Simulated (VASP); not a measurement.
# ZnCu (R3m) in VASP: notebook

Runs on ZnCu. Level: PBEsol. Tasks: single point.

All numbers are computed with VASP 6.6.1; they aren't measurements. Logs are shortened: lines on timing, memory, paths and dates and some standing lists are left out, and cuts for length are marked.

## 1. The cell of the first run

Symmetry: R3m, No. 160, trigonal system. The conventional cell has a = 4.165 Å, b = 4.165 Å, c = 5.101 Å, α = 90.00°, β = 90.00°, γ = 120.00°. Within 3.2 Å of Zn (site symmetry 3m) lie 8 Cu at 2.45 to 2.65 Å and 6 Zn at 2.94 Å. Cu (site symmetry 3m) has 8 Zn at 2.45 to 2.65 Å and 6 Cu at 2.94 Å within 3.2 Å.

## 2. Single point, PBEsol

File INCAR:

```
SYSTEM = ZnCu
  PREC = Accurate
  ENCUT = 520
  EDIFF = 1E-6
  ISMEAR = 0
  SIGMA = 0.15
  LREAL = .FALSE.
  LASPH = .TRUE.
  NELM = 60
  ALGO = Fast
  ISIF = 2
  LWAVE = .FALSE.
  LCHARG = .FALSE.
  GGA = PS
  NBANDS = 18
```

File KPOINTS:

```
Automatic mesh
0
G
  16 16 16
  0 0 0
```

File POSCAR:

```
ZnCu
1.0
    2.9450000000      0.0000000000      0.0000000000
    0.0000000000      2.9450000000      0.0000000000
    0.0000000000      0.0000000000      2.9450000000
Zn Cu
1 1
Direct
    0.5000000000      0.5000000000      0.5000000000
    0.0196044234      0.0196044234      0.0196044234
```

Potentials or basis: VASP PAW PBE potentials, release 64 (Zn, Cu).

Started as:

```bash
> cat potpaw_PBE.64/Zn/POTCAR potpaw_PBE.64/Cu/POTCAR > POTCAR
> mpirun -np 1 vasp_std > vasp.out
```

OUTCAR:

```text
SYSTEM = ZnCu
   PREC = Accurate
   ENCUT = 520
   EDIFF = 1E-6
   ISMEAR = 0
   LREAL = .FALSE.
   LASPH = .TRUE.
   NELM = 60
   ISIF = 2
   GGA = PS

 ion  position               nearest neighbor table
   1  0.500  0.500  0.500-   2 2.45   2 2.52   2 2.52   2 2.52   2 2.59   2 2.59   2 2.59   2 2.65

   2  0.020  0.020  0.020-   1 2.45   1 2.52   1 2.52   1 2.52   1 2.59   1 2.59   1 2.59   1 2.65

  LATTYP: Found a simple cubic cell.
 ALAT       =     2.9450000000

  Lattice vectors:

 A1 = (   2.9450000000,   0.0000000000,   0.0000000000)
 A2 = (   0.0000000000,   2.9450000000,   0.0000000000)
 A3 = (   0.0000000000,   0.0000000000,   2.9450000000)

Analysis of symmetry for initial positions (statically):
=====================================================================
 Subroutine PRICEL returns:
 Original cell was already a primitive cell.

 Routine SETGRP: Setting up the symmetry group for a
 simple cubic supercell.

 Subroutine GETGRP returns: Found  6 space group operations
 (whereof  6 operations were pure point group operations)
 out of a pool of 48 trial point group operations.

The static configuration has the point symmetry C_3v.

Analysis of symmetry for dynamics (positions and initial velocities):
=====================================================================
 Subroutine PRICEL returns:
 Original cell was already a primitive cell.

 Routine SETGRP: Setting up the symmetry group for a
 simple cubic supercell.

 Subroutine GETGRP returns: Found  6 space group operations
 (whereof  6 operations were pure point group operations)
 out of a pool of 48 trial point group operations.

The dynamic configuration has the point symmetry C_3v.

 Subroutine INISYM returns: Found  6 space group operations
 (whereof  6 operations are pure point group operations),
 and found     1 'primitive' translations

----------------------------------------------------------------------------------------

                                     Primitive cell

  volume of cell :      25.5421

  direct lattice vectors                    reciprocal lattice vectors
     2.945000000  0.000000000  0.000000000     0.339558574  0.000000000  0.000000000
     0.000000000  2.945000000  0.000000000     0.000000000  0.339558574  0.000000000
     0.000000000  0.000000000  2.945000000     0.000000000  0.000000000  0.339558574

  length of vectors
     2.945000000  2.945000000  2.945000000     0.339558574  0.339558574  0.339558574

  position of ions in fractional coordinates (direct lattice)
     0.500000000  0.500000000  0.500000000
     0.019604423  0.019604423  0.019604423

  ion indices of the primitive-cell ions
   primitive index   ion index
                 1           1
                 2           2

----------------------------------------------------------------------------------------

 KPOINTS: Automatic mesh

Automatic generation of k-mesh.
 Grid dimensions read from file:
 generate k-points for:   16   16   16

 Generating k-lattice:

  Cartesian coordinates                     Fractional coordinates (reciprocal lattice)
     0.021222411  0.000000000  0.000000000     0.062500000  0.000000000  0.000000000
     0.000000000  0.021222411  0.000000000     0.000000000  0.062500000  0.000000000
     0.000000000  0.000000000  0.021222411     0.000000000  0.000000000  0.062500000

  Length of vectors
     0.021222411  0.021222411  0.021222411

  Shift w.r.t. Gamma in fractional coordinates (k-lattice)
     0.000000000  0.000000000  0.000000000

 Subroutine IBZKPT returns following result:
 ===========================================

 Found    417 irreducible k-points:

 Following reciprocal coordinates:
            Coordinates               Weight
  0.000000  0.000000  0.000000      1.000000
  0.062500  0.000000  0.000000      6.000000
  0.125000  0.000000  0.000000      6.000000
  0.187500  0.000000  0.000000      6.000000
  0.250000  0.000000  0.000000      6.000000
  0.312500  0.000000  0.000000      6.000000
[... 16 lines left out ...]
 -0.062500  0.437500  0.000000     12.000000
  0.500000  0.062500  0.000000     12.000000
 [... further k-points ...]
   k-points           NKPTS =    417   k-points in BZ     NKDIM =    417   number of bands    NBANDS=     18
   number of dos      NEDOS =    301   number of ions     NIONS =      2
   total plane-waves  NPLWV =  13824
   dimension x,y,z NGX =    24 NGY =   24 NGZ =   24
   dimension x,y,z NGXF=    48 NGYF=   48 NGZF=   48
   ions per type =               1   1
   NGX,Y,Z   is equivalent  to a cutoff of  13.55, 13.55, 13.55 a.u.
   NGXF,Y,Z  is equivalent  to a cutoff of  27.10, 27.10, 27.10 a.u.
 SYSTEM =  ZnCu
   PREC   = accura    normal or accurate (medium, high low for compatibility)
   ISTART =      0    job   : 0-new  1-cont  2-samecut
   ICHARG =      2    charge: 1-file 2-atom 10-const
   ISPIN  =      1    spin polarized calculation?
   LNONCOLLINEAR =      F non collinear calculations
   LSORBIT =      F    spin-orbit coupling
   LASPH  =      T    aspherical Exc in radial PAW
   ENCUT  =  520.0 eV  38.22 Ry    6.18 a.u.   5.48  5.48  5.48*2*pi/ulx,y,z
   NELM   =     60;   NELMIN=  2; NELMDL= -5     # of ELM steps
   EDIFF  = 0.1E-05   stopping-criterion for ELM
   LREAL  =      F    real-space projection
   EDIFFG = 0.1E-04   stopping-criterion for IOM
   NSW    =      0    number of steps for IOM
   IBRION =     -1    ionic relax: 0-MD 1-quasi-New 2-CG
   NFREE  =      0    steps in history (QN), initial steepest desc. (CG)
   ISIF   =      2    stress and relaxation
   ISYM   =      2    0-nonsym 1-usesym 2-fastsym
   POTIM  = 0.5000    time-step for ionic-motion
   TEBEG  =    0.0;   TEEND  =   0.0 temperature during run
   PSTRESS=    0.0 pullay stress
   NELECT =      23.0000    total number of electrons
   NUPDOWN=      -1.0000    fix difference up-down
   EMIN   =  10.00;   EMAX   =-10.00  energy-range for DOS
   EFERMI =   0.00;   METHOD = LEGACY
   ISMEAR =     0;   SIGMA  =   0.15  broadening in eV -4-tet -1-fermi 0-gaus
   EFERMI_NEDOS =   21; number of points for ismear=-14 and -15
   IALGO  =     68    algorithm
   IMIX   =      4    mixing-type and parameters
     AMIX     =   0.40;   BMIX     =  1.00
     AMIX_MAG =   1.60;   BMIX_MAG =  1.00
  volume/ion in A,a.u.               =      12.77        86.18
  Fermi-wavevector in a.u.,A,eV,Ry     =   1.580880  2.987429 34.003415  2.499180
  Thomas-Fermi vector in A             =   2.681040
   LORBIT       =      0    0 simple, 1 ext, 2 COOP (PROOUT), +10 PAW based schemes
   GGA     = PS    functional components
   LHFCALC =     F    Hartree Fock is set to
   AEXX    =    0.0000 exact exchange contribution
   IVDW    =     0    specifies the selected vdW correction
   LEPSILON=     F    determine dielectric tensor
   LRPA    =     F    only Hartree local field effects (RPA)
 non-spin polarized calculation
 RMM-DIIS sequential band-by-band and
 Gauss-broadening in eV      SIGMA  =   0.15
  energy-cutoff  :      520.00
  volume of cell :       25.54
 maximum number of plane-waves:       715
 NGX is ok and might be reduce to    24
   NGX = 11   NGY = 11   NGZ = 11

 number of electron      23.0000000 magnetization

 Free energy of the ion-electron system (eV)
  ---------------------------------------------------
  ext. energy  EPLUGINS =         0.00000000
  ---------------------------------------------------
  free energy    TOTEN  =        -6.06374537 eV

  energy without entropy =       -6.05704634  energy(sigma->0) =       -6.06039585

 E-fermi :   5.3425     XC(G=0): -12.5632

 val. band max:        5.3419856827   @ k =  -0.4375   0.4375   0.3125
 cond. band min:       5.3432027912   @ k =  -0.3125   0.4375   0.4375
 fundamental gap:      0.0012171085
 Fermi energy:         5.3425466290

 k-point     1 :       0.0000    0.0000    0.0000
  band No.  band energies     occupation
      1      -5.0032      2.00000
      2      -2.4617      2.00000
      3      -2.4617      2.00000
      4      -1.7712      2.00000
      5      -1.7587      2.00000
      6      -1.7587      2.00000
[... 10 lines left out ...]
     17      17.5691      0.00000
     18      28.8291      0.00000

 k-point     2 :       0.0625    0.0000    0.0000
  band No.  band energies     occupation
      1      -4.9324      2.00000
      2      -2.4536      2.00000
      3      -2.4464      2.00000
      4      -1.7756      2.00000
      5      -1.7652      2.00000
      6      -1.7577      2.00000
[... 10 lines left out ...]
     17      18.0356      0.00000
     18      28.0311      0.00000

 k-point     3 :       0.1250    0.0000    0.0000
  band No.  band energies     occupation
      1      -4.7217      2.00000
      2      -2.4302      2.00000
      3      -2.4013      2.00000
      4      -1.7921      2.00000
      5      -1.7836      2.00000
      6      -1.7504      2.00000
[... 10 lines left out ...]
     17      19.6908      0.00000
     18      26.5047      0.00000

 k-point     4 :       0.1875    0.0000    0.0000
  band No.  band energies     occupation
      1      -4.3773      2.00000
      2      -2.3949      2.00000
      3      -2.3288      2.00000
      4      -1.8185      2.00000
      5      -1.8112      2.00000
      6      -1.7379      2.00000
[... 375 lines left out ...]
      4      -1.9277      2.00000
      5      -1.6995      2.00000
      6      -1.1531      2.00000
[... 10 lines left out ...]
     17      19.0681      0.00000
     18      20.1531      0.00000

 k-point    23 :      -0.0625    0.4375    0.0000
  band No.  band energies     occupation
      1      -2.5436      2.00000
      2      -2.2369      2.00000
      3      -1.9871      2.00000
      4      -1.9281      2.00000
      5      -1.6992      2.00000
      6      -1.1526      2.00000
[... 10 lines left out ...]
     17      19.0676      0.00000
     18      20.1039      0.00000

 k-point    24 :       0.5000    0.0625    0.0000
  band No.  band energies     occupation
      1      -2.4681      2.00000
      2      -2.2275      2.00000
      3      -1.9911      2.00000
      4      -1.9343      2.00000
      5      -1.6967      2.00000
      6      -0.6669      2.00000
[... 10 lines left out ...]
     17      19.2291      0.00000
     18      20.2134      0.00000

 [... further k-points ...]
[... 5 lines left out ...]
  --------------------------------------------------------------------------------------
  -------------------------------------------------------------------------------------
  Total       -0.5141162     -0.5141162     -0.5141162      0.0609383      0.0609383      0.0609383
  in kB      -32.2489816    -32.2489816    -32.2489816      3.8224811      3.8224811      3.8224811
  external PRESSURE =     -32.2489816 kB  Pullay stress =       0.0000000 kB

 VOLUME and BASIS-vectors are now :
 -----------------------------------------------------------------------------
  energy-cutoff  :      520.00
  volume of cell :       25.54
      direct lattice vectors                 reciprocal lattice vectors
     2.945000000  0.000000000  0.000000000     0.339558574  0.000000000  0.000000000
     0.000000000  2.945000000  0.000000000     0.000000000  0.339558574  0.000000000
     0.000000000  0.000000000  2.945000000     0.000000000  0.000000000  0.339558574

 POSITION                                       TOTAL-FORCE (eV/Angst)
 -----------------------------------------------------------------------------------
      1.47250      1.47250      1.47250         0.266958      0.266958      0.266958
      0.05774      0.05774      0.05774        -0.266958     -0.266958     -0.266958
 -----------------------------------------------------------------------------------
    total drift:                               -0.000579     -0.000579     -0.000589

  FREE ENERGIE OF THE ION-ELECTRON SYSTEM (eV)
  ---------------------------------------------------
  free  energy   TOTEN  =        -6.0637453660 eV

  energy  without entropy=       -6.0570463363  energy(sigma->0) =       -6.06039585
```

Wall time 1.8 min (1 thread of AMD EPYC 9R45 (Zen 5), shared host); peak memory 0.28 GiB.

Results:

| Quantity | Value |
| --- | --- |
| Free energy | -6.0637 eV |
| Pressure | -3.2 GPa |
| Largest force | 0.462 eV/Å |
| Band gap on the k mesh | zero (an odd number of electrons rules out a gap without spin polarisation) |

Forces in eV/Å, atoms in the order of the input:
```
Zn   0.267  0.267  0.267
Cu  -0.267 -0.267 -0.267
```

Stress tensor (GPa, compression positive):
```
-3.22  0.38  0.38
 0.38 -3.22  0.38
 0.38  0.38 -3.22
```

Levels at points of the mesh, in eV from the Fermi level:
```tsv
k point	band 10	band 11	band 12	band 13	band 14	band 15
(0.00, 0.00, 0.00)	-2.72	-2.72	6.23	6.23	6.23	11.26
(0.50, 0.00, 0.00)	-3.26	-2.79	-1.99	11.61	11.61	12.35
(0.50, 0.50, 0.00)	-2.48	-1.89	-1.88	1.76	2.10	13.92
(0.50, 0.50, 0.50)	-2.46	3.79	4.05	4.20	4.20	4.66
```

Caveat: the cell differs from its parent crystal (all Cu atoms moved -0.100 Å, as atom 2 towards its neighbour atom 1 (Zn) at 2.550 Å); the cell stands under tension; the PAW data sets were made with another functional, which shifts forces and pressure a little.

## 3. Single point, PBEsol

File INCAR:

```
SYSTEM = ZnCu
PREC = Accurate ; ENCUT = 520
EDIFF = 1E-6 ; ISMEAR = 0
SIGMA = 0.15 ; LREAL = .FALSE.
LASPH = .TRUE. ; NELM = 80
ALGO = Fast ; ISIF = 2
LWAVE = .FALSE. ; LCHARG = .FALSE.
GGA = PS ; NBANDS = 18
```

File KPOINTS:

```
regular mesh
0
G
  16 16 16
  0 0 0
```

POSCAR: that of step 2 with these lines changed.

```diff
@@ -9,2 +9,2 @@
     0.5000000000      0.5000000000      0.5000000000
-    0.0196044234      0.0196044234      0.0196044234
+   -0.0147033176     -0.0147033176     -0.0147033176
```

Potentials or basis: VASP PAW PBE potentials, release 64 (Zn, Cu).

Started as:

```bash
> cat potpaw_PBE.64/Zn/POTCAR potpaw_PBE.64/Cu/POTCAR > POTCAR
> mpirun -np 1 vasp_std > vasp.out
```

OUTCAR:

```text
SYSTEM = ZnCu
   PREC = Accurate
   ENCUT = 520
   EDIFF = 1E-6
   ISMEAR = 0
   LREAL = .FALSE.
   LASPH = .TRUE.
   NELM = 80
   ISIF = 2
   GGA = PS

 ion  position               nearest neighbor table
   1  0.500  0.500  0.500-   2 2.48   2 2.53   2 2.53   2 2.53   2 2.58   2 2.58   2 2.58   2 2.63

   2  0.985  0.985  0.985-   1 2.48   1 2.53   1 2.53   1 2.53   1 2.58   1 2.58   1 2.58   1 2.63

  LATTYP: Found a simple cubic cell.
 ALAT       =     2.9450000000

  Lattice vectors:

 A1 = (   2.9450000000,   0.0000000000,   0.0000000000)
 A2 = (   0.0000000000,   2.9450000000,   0.0000000000)
[... 674 lines left out ...]
      5      -1.6928      2.00000
      6      -0.6656      2.00000
[... 10 lines left out ...]
     17      19.2146      0.00000
     18      20.1979      0.00000

 [... further k-points ...]
[... 5 lines left out ...]
  --------------------------------------------------------------------------------------
  -------------------------------------------------------------------------------------
  Total       -0.5307382     -0.5307382     -0.5307382      0.0340957      0.0340957      0.0340957
  in kB      -33.2916260    -33.2916260    -33.2916260      2.1387212      2.1387212      2.1387212
  external PRESSURE =     -33.2916260 kB  Pullay stress =       0.0000000 kB

 VOLUME and BASIS-vectors are now :
 -----------------------------------------------------------------------------
  energy-cutoff  :      520.00
  volume of cell :       25.54
      direct lattice vectors                 reciprocal lattice vectors
     2.945000000  0.000000000  0.000000000     0.339558574  0.000000000  0.000000000
     0.000000000  2.945000000  0.000000000     0.000000000  0.339558574  0.000000000
     0.000000000  0.000000000  2.945000000     0.000000000  0.000000000  0.339558574

 POSITION                                       TOTAL-FORCE (eV/Angst)
 -----------------------------------------------------------------------------------
      1.47250      1.47250      1.47250        -0.197744     -0.197744     -0.197744
      2.90170      2.90170      2.90170         0.197744      0.197744      0.197744
 -----------------------------------------------------------------------------------
    total drift:                                0.000280      0.000280      0.000306

  FREE ENERGIE OF THE ION-ELECTRON SYSTEM (eV)
  ---------------------------------------------------
  free  energy   TOTEN  =        -6.0737610335 eV

  energy  without entropy=       -6.0670794858  energy(sigma->0) =       -6.07042026
```

OSZICAR:

```text
N       E                     dE             d eps       ncg     rms          rms(c)
DAV:   1     0.115424133791E+03    0.11542E+03   -0.11273E+04 16020   0.212E+03
DAV:   2    -0.250616332585E+01   -0.11793E+03   -0.11312E+03 15068   0.301E+02
DAV:   3    -0.735016449475E+01   -0.48440E+01   -0.47974E+01 16976   0.762E+01
DAV:   4    -0.738930080479E+01   -0.39136E-01   -0.39121E-01 17236   0.632E+00
DAV:   5    -0.738983165821E+01   -0.53085E-03   -0.53084E-03 16800   0.757E-01    0.103E+01
RMM:   6    -0.722495683832E+01    0.16487E+00   -0.10709E+01 17427   0.527E+01    0.726E+00
RMM:   7    -0.608250209679E+01    0.11425E+01   -0.27088E+00 16969   0.254E+01    0.243E+00
RMM:   8    -0.607996614254E+01    0.25360E-02   -0.34454E-02 17578   0.300E+00    0.111E+00
RMM:   9    -0.607484680302E+01    0.51193E-02   -0.15130E-02 17408   0.202E+00    0.305E-01
RMM:  10    -0.607364939707E+01    0.11974E-02   -0.71267E-03 17966   0.106E+00    0.860E-02
RMM:  11    -0.607372755396E+01   -0.78157E-04   -0.12962E-03 19190   0.431E-01    0.263E-02
RMM:  12    -0.607378832682E+01   -0.60773E-04   -0.41447E-04 18655   0.224E-01    0.561E-02
RMM:  13    -0.607376749855E+01    0.20828E-04   -0.27796E-04 18305   0.261E-01    0.312E-02
RMM:  14    -0.607375853787E+01    0.89607E-05   -0.62382E-05 17229   0.846E-02    0.635E-03
RMM:  15    -0.607376049238E+01   -0.19545E-05   -0.21533E-05 16912   0.427E-02    0.158E-03
RMM:  16    -0.607376103345E+01   -0.54107E-06   -0.36752E-06 15133   0.208E-02
   1 F= -.60737610E+01 E0= -.60704203E+01  d E =-.668155E-02
```

stdout:

```text
POSCAR found type information on POSCAR ZnCu
 POSCAR found :  2 types and       2 ions
 scaLAPACK will be used
 -----------------------------------------------------------------------------
|                                                                             |
|                                                                             |
|     You enforced a specific xc type in the INCAR file but a different       |
|     I HOPE YOU KNOW WHAT YOU ARE DOING!                                     |
|                                                                             |
 -----------------------------------------------------------------------------

 LDA part: xc-table for (Slater+PW92), standard interpolation
 POSCAR, INCAR and KPOINTS ok, starting setup
 FFT: planning ... GRIDC
 FFT: planning ... GRID_SOFT
 FFT: planning ... GRID
 WAVECAR not read
 entering main loop
WARNING in EDDRMM: call to ZHEGV failed, returncode =   6  3     16
```

Run time: 1.9 min. Hardware: 1 thread of AMD EPYC 9R45 (Zen 5), shared host; peak memory 0.28 GiB.

Results:

```
Free energy            : -6.0738 eV
Pressure               : -3.3 GPa
Largest force          : 0.343 eV/Å
Band gap on the k mesh : zero (an odd number of electrons rules out a gap without spin polarisation)
```

Forces on the atoms (eV/Å):
```
Zn  -0.198 -0.198 -0.198
Cu   0.198  0.198  0.198
```

Levels at points of the mesh, in eV from the Fermi level:
| k point | band 10 | band 11 | band 12 | band 13 | band 14 | band 15 |
| --- | --- | --- | --- | --- | --- | --- |
| (0.00, 0.00, 0.00) | -2.72 | -2.72 | 6.22 | 6.22 | 6.22 | 11.27 |
| (0.50, 0.00, 0.00) | -3.26 | -2.79 | -1.99 | 11.64 | 11.65 | 12.34 |
| (0.50, 0.50, 0.00) | -2.48 | -1.89 | -1.89 | 1.76 | 2.10 | 13.92 |
| (0.50, 0.50, 0.50) | -2.46 | 3.82 | 4.12 | 4.25 | 4.25 | 4.61 |

Caveat: the cell differs from its parent crystal (all Cu atoms moved +0.075 Å, as atom 2 towards its neighbour atom 1 (Zn) at 2.550 Å); the cell stands under tension; the PAW data sets were made with another functional, which shifts forces and pressure a little.
